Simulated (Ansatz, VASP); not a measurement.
This is a calculation of Au for VASP 6.6.1.

The input INCAR:

```
PREC = Accurate
ENCUT = 520
EDIFF = 1E-6
ISMEAR = -1
SIGMA = 0.06
LREAL = False
LASPH = True
NELM = 60
ALGO = Normal
ISIF = 2
LWAVE = False
LCHARG = False
GGA = PE
NBANDS = 12
```

Contents of KPOINTS:

```
regular mesh
0
Gamma
  6 6 6
```

File POSCAR:

```
Au
1.0
    0.0000000000      2.0350000000      2.0350000000
    2.0350000000      0.0000000000      2.0350000000
    2.0350000000      2.0350000000      0.0000000000
Au
1
Direct
    0.0000000000      0.0000000000      0.0000000000
```

Potentials or basis: VASP PAW PBE potentials, release 64 (Au).

Run with:

```console
$ cat potpaw_PBE.64/Au/POTCAR > POTCAR
$ mpirun -np 1 vasp_std > vasp.out
```

Task: Set up the same calculation for Ansatz 0.2.0. Potentials there: all-electron LAPW, scalar-relativistic.

Result: As run (the cutoff follows the program's own potentials):

File input.yaml:

```yaml
crystal:
  lattice:
    - [0.0, 2.035, 2.035]
    - [2.035, 0.0, 2.035]
    - [2.035, 2.035, 0.0]
  atoms:
    - { symbol: Au, position: [0.0, 0.0, 0.0] }
kpoints:
  mp_grid: { grid: [6, 6, 6] }
scf:
  occupations: { method: fermi_dirac, width: 0.06 }
hamiltonian:
  xc: pbe
  pseudopotentials: { kind: all_electron, lapw: { basis_error: 0.002 } }
output:
  forces: true
  stress: true
  eigenvalues: true
```

Potentials or basis: all-electron LAPW, scalar-relativistic.

Run with:

```console
$ ansatz run input.yaml --threads 1 --pin off --max-ram 3072MiB --backend cpu --events-out ev --progress --plain --runs-dir out
```

Both were run:

|  | VASP | Ansatz | Ansatz less VASP |
| --- | --- | --- | --- |
| gap on the k mesh at the Fermi level (eV) | none | none | - |
| pressure (GPa) | 11.9 | 12.2 | +0.31 |

A gap of «none» marks a metal or a gap that the smearing closes. Ansatz ran all-electron here, and VASP with PAW potentials.

The k mesh is coarse, so the values compare programs but aren't converged. Neither program's run includes spin-orbit coupling. Noted on Ansatz's run: the k mesh is thin for a metal, which can move the energy by tens of meV per atom.
